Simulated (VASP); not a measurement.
A run of VASP 6.6.1 is set up as follows.

The input INCAR:

```
PREC = Accurate
ENCUT = 520
EDIFF = 1E-7
ISMEAR = -1
SIGMA = 0.05
LREAL = False
LASPH = True
NELM = 80
ALGO = Normal
ISIF = 2
LWAVE = False
LCHARG = True
GGA = PS
LELF = True
LVHAR = True
NBANDS = 18
```

KPOINTS

```
regular mesh
0
Gamma
  15 15 8
```

Contents of POSCAR:

```
Y
1.0
    3.5970494139      0.0000000000      0.0000000000
   -1.7985247069      3.1151361711      0.0000000000
    0.0000000000      0.0000000000      5.5887403428
Y
2
Direct
    0.3333333333      0.6666666667      0.2500000000
    0.6666666667      0.3333333333      0.7500000000
```

Potentials or basis: VASP PAW PBE potentials, release 64 (Y_sv).

Launch:

```console
$ cat potpaw_PBE.64/Y_sv/POTCAR > POTCAR
$ mpirun -np 1 vasp_std > vasp.out
```

Predict the band gap on the k mesh.

zero (bands 11 and 12 overlap by 1.57 eV).

What does it give for the pressure?

-0.1 GPa.

Caveat: the PAW data sets were made with another functional, which shifts forces and pressure a little.
